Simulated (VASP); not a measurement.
LiNbO:

```
CELL_PARAMETERS angstrom
3.52338 0.00000 0.00000
-1.76169 3.05134 0.00000
0.00000 0.00000 3.78118
ATOMIC_POSITIONS crystal
Li 0.66667 0.33333 0.00000
Nb 0.33333 0.66667 0.50000
O 0.00000 0.00000 0.50000
```

The cell was generated, and may not be a known phase.

```yaml
Program: VASP 6.6.1
Task: relaxation of cell and atoms
Functional: PBE
Potentials_or_basis: VASP PAW PBE potentials, release 64 (Li_sv, Nb_sv, O)
Cutoff: 600 eV
k_mesh: 18 × 18 × 12
Occupations: gaussian, width 0.1 eV
Spin: no spin polarisation
```

At the start: pressure 3.1 GPa; volume 13.55 Å³/atom.

How do energy, volume and symmetry change on relaxing?

Over 11 steps the energy falls by 138.9 meV/atom and the volume is 16.28 Å³/atom (+20.1 %); space group P-6m2 (No. 187, to 0.1 Å) before and after.

Step by step:
```tsv
step	energy change (eV)	largest force (eV/Å)	pressure (GPa)	volume (Å³)
1	0.0000	0.0000	3.14	40.65
2	-0.1072	0.0000	1.52	42.21
3	-0.3365	0.0000	-1.72	46.79
4	-0.1987	0.0000	-6.57	55.61
5	-0.3926	0.0000	-3.10	49.24
6	-0.3965	0.0000	-3.53	50.04
7	-0.2641	0.0000	9.15	47.75
8	-0.4152	0.0000	-0.65	49.44
9	-0.4152	0.0000	-0.59	49.43
10	-0.4167	0.0000	-0.08	48.94
11	-0.4167	0.0000	0.03	48.83
```

Final structure:
```xyz
3
Lattice="3.4353 0.0000 0.0000 -1.7176 2.9750 0.0000 0.0000 0.0000 4.7780" Properties=species:S:1:pos:R:3 pbc="T T T"
Li    1.7176    0.9917    0.0000
Nb    0.0000    1.9834    2.3890
O     0.0000    0.0000    2.3890
```

Caveat: the cutoff is under 1.25 times the usual one of these potentials, so pressure, stress and relaxed cells hold a basis-set (Pulay) error; the volume moved by over 15 % at a fixed basis, so the end points are rough.
